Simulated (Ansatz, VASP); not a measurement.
This is a calculation of GaN for Ansatz 0.2.0.

File input.yaml:

```yaml
crystal:
  lattice:
    - [0.0, 2.2535006075, 2.2535006075]
    - [2.2535006075, 0.0, 2.2535006075]
    - [2.2535006075, 2.2535006075, 0.0]
  atoms:
    - { symbol: Ga, position: [0.0, 0.0, 0.0] }
    - { symbol: "N", position: [0.25, 0.25, 0.25] }
hamiltonian:
  xc: pbe
  pseudopotentials: { kind: paw }
  dispersion: d4
kpoints:
  mp_grid: { grid: [10, 10, 10] }
scf:
  occupations: { method: fermi_dirac, width: 0.05 }
output:
  forces: true
  stress: true
  eigenvalues: true
```

Potentials or basis: Ansatz PAW.

Run with:

```console
$ ansatz run input.yaml --threads 2 --pin off --max-ram 5120MiB --backend cpu --events-out ev --progress --plain --runs-dir out
```

Task: Set up the same calculation for VASP 6.6.1. Potentials there: VASP PAW PBE potentials, release 64 (Ga_d, N).

Result: As run (the cutoff follows the program's own potentials):

INCAR

```
PREC = Accurate
ENCUT = 520
EDIFF = 1E-6
ISMEAR = -1
SIGMA = 0.05
LREAL = False
LASPH = True
NELM = 60
ALGO = Normal
ISIF = 2
LWAVE = False
LCHARG = False
GGA = PE
IVDW = 13
NBANDS = 16
```

KPOINTS

```
regular mesh
0
Gamma
  10 10 10
```

Contents of POSCAR:

```
GaN
1.0
    0.0000000000      2.2535006075      2.2535006075
    2.2535006075      0.0000000000      2.2535006075
    2.2535006075      2.2535006075      0.0000000000
Ga N
1 1
Direct
    0.0000000000      0.0000000000      0.0000000000
    0.2500000000      0.2500000000      0.2500000000
```

Potentials or basis: VASP PAW PBE potentials, release 64 (Ga_d, N).

Run with:

```bash
$ cat potpaw_PBE.64/Ga_d/POTCAR potpaw_PBE.64/N/POTCAR > POTCAR
$ mpirun -np 1 vasp_std > vasp.out
```

Both were run:

|  | VASP | Ansatz | Ansatz less VASP |
| --- | --- | --- | --- |
| gap on the k mesh at the Fermi level (eV) | 1.72 | 1.72 | -0.007 |
| least direct gap on the mesh (eV) | 1.72 | 1.72 | -0.007 |
| pressure (GPa) | -0.6 | -0.6 | -0.07 |
